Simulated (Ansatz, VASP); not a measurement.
# Two plane-wave programs on CaS

File INCAR:

```
SYSTEM = CaS
PREC = Accurate
ENCUT = 500
EDIFF = 1E-6
ISMEAR = 0
SIGMA = 0.02
LREAL = .False.
LASPH = .True.
NELM = 120
ALGO = Normal
ISIF = 2
LWAVE = .False.
LCHARG = .False.
GGA = PS
NBANDS = 15
GGA_COMPAT = .False.
```

The input KPOINTS:

```
regular mesh
0
Gamma
  8 8 8
  0 0 0
```

Contents of POSCAR:

```
CaS
1.0
    0.0000000000      2.8771444300      2.8771444300
    2.8771444300      0.0000000000      2.8771444300
    2.8771444300      2.8771444300      0.0000000000
Ca S
1 1
Direct
    0.0000000000      0.0000000000      0.0000000000
    0.5000000000      0.5000000000      0.5000000000
```

Input for Ansatz:

```yaml
crystal:
  lattice:
    - [0.0, 2.87714443, 2.87714443]
    - [2.87714443, 0.0, 2.87714443]
    - [2.87714443, 2.87714443, 0.0]
  atoms:
    - { symbol: Ca, position: [0.0, 0.0, 0.0] }
    - { symbol: S, position: [0.5, 0.5, 0.5] }
basis:
  ecutwfc: 420
kpoints:
  mp_grid: { grid: [8, 8, 8] }
hamiltonian:
  xc: pbesol
scf:
  occupations: { method: gaussian, width: 0.02 }
output:
  forces: true
  stress: true
  eigenvalues: true
```

Alike in both runs: task single point; functional PBEsol; k mesh 8 × 8 × 8; occupations gaussian, width 0.02 eV; no spin polarisation.

```csv
,VASP,Ansatz
version,VASP 6.6.1,Ansatz 0.2.0
potentials or method,"VASP PAW PBE potentials, release 64 (Ca_sv, S), cutoff 500 eV","scalar-relativistic, plane waves, PAW"
valence electrons in the cell,16,16
```

```tsv
	VASP	Ansatz	Ansatz less VASP
gap on the k mesh at the Fermi level (eV)	2.30	2.31	+0.005
least direct gap on the mesh (eV)	3.10	3.11	+0.004
pressure (GPa)	-3.3	-3.4	-0.14
```

VASP's potentials were made for PBE, not for PBEsol.
